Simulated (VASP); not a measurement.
Input of a VASP 6.6.1 run:

INCAR

```
PREC     = Accurate       # precision mode
ENCUT    = 520            # plane-wave cutoff, eV
EDIFF    = 1E-7           # SCF threshold, eV
ISMEAR   = 0              # smearing method
SIGMA    = 0.1            # smearing width, eV
LREAL    = F              # projectors in reciprocal space
LASPH    = T              # aspherical terms in the spheres
NELM     = 100            # most SCF steps
ALGO     = Normal         # electronic algorithm
ISIF     = 2              # what is computed and relaxed
LWAVE    = F              # write WAVECAR
LCHARG   = T              # write CHGCAR
GGA      = PE             # functional
LELF     = T              # ELF
LVHAR    = T            
NBANDS   = 32             # bands
```

The input KPOINTS:

```
Automatic mesh
0
Gamma
  4 4 6
```

The input POSCAR:

```
W2Br3
1.0
    5.1037336425     -3.6690392747     -0.0140423012
    5.1037336425      3.6690392747     -0.0140423012
   -0.5263260764      0.0000000000      3.4425392618
W Br
2 3
Direct
    0.8785464708      0.9491652086      0.1987840556
    0.0508347914      0.1214535292      0.8012159444
    0.2718590351      0.7281409649      0.5000000000
    0.8388289866      0.5405427137      0.8581059462
    0.4594572863      0.1611710134      0.1418940538
```

Potentials or basis: VASP PAW PBE potentials, release 64 (W_sv, Br).

Command:

```bash
$ cat potpaw_PBE.64/W_sv/POTCAR potpaw_PBE.64/Br/POTCAR > POTCAR
$ mpirun -np 1 vasp_std > vasp.out
```

Task: Estimate the pressure.

Result: 0.2 GPa.

Task: Estimate the largest force.

Result: 0.136 eV/Å.

Task: Predict the band gap on the k mesh.

Result: Zero (an odd number of electrons rules out a gap without spin polarisation).

Stress tensor (GPa, compression positive):
```
 0.26  0.00 -0.09
 0.00  0.12  0.00
-0.09  0.00  0.24
```

Caveat: spin-orbit coupling is left out, which moves the levels of the heavy elements; an odd number of electrons without spin polarisation forces a metal; a magnetic or distorted state may lie lower.
